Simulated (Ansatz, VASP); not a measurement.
Ca in VASP and in Ansatz

```
Ca
1.0
     6.63330    0.00000    0.00000
     0.00000    6.56258    0.00000
     0.00000    0.00000    3.87739
Ca
4
Direct
  0.16870 0.25000 0.50070
  0.83130 0.75000 0.49930
  0.33130 0.75000 0.00070
  0.66870 0.25000 0.99930
```

Alike in both runs: functional PBE; k mesh 4 × 2 × 4; occupations gaussian, width 0.1 eV; no spin polarisation.

Ansatz relaxed the structure, and its values are those at the end. VASP's run is a single point on that final structure, the one shown.

|  | VASP | Ansatz |
| --- | --- | --- |
| version | VASP 6.6.1 | Ansatz 0.2.0 |
| potentials or method | VASP PAW PBE potentials, release 64 (Ca_sv), cutoff 520 eV | scalar-relativistic, plane waves, PAW |
| valence electrons in the cell | 40 | 40 |

```tsv
	VASP	Ansatz	Ansatz less VASP
gap on the k mesh at the Fermi level (eV)	none	none	-
pressure (GPa)	0.2	0.2	-0.01
```

A gap of «none» marks a metal or a gap that the smearing closes. The functional is the same, so the differences come from potentials, cutoffs and numerics.

The k mesh is coarse, so the values compare programs but aren't converged.
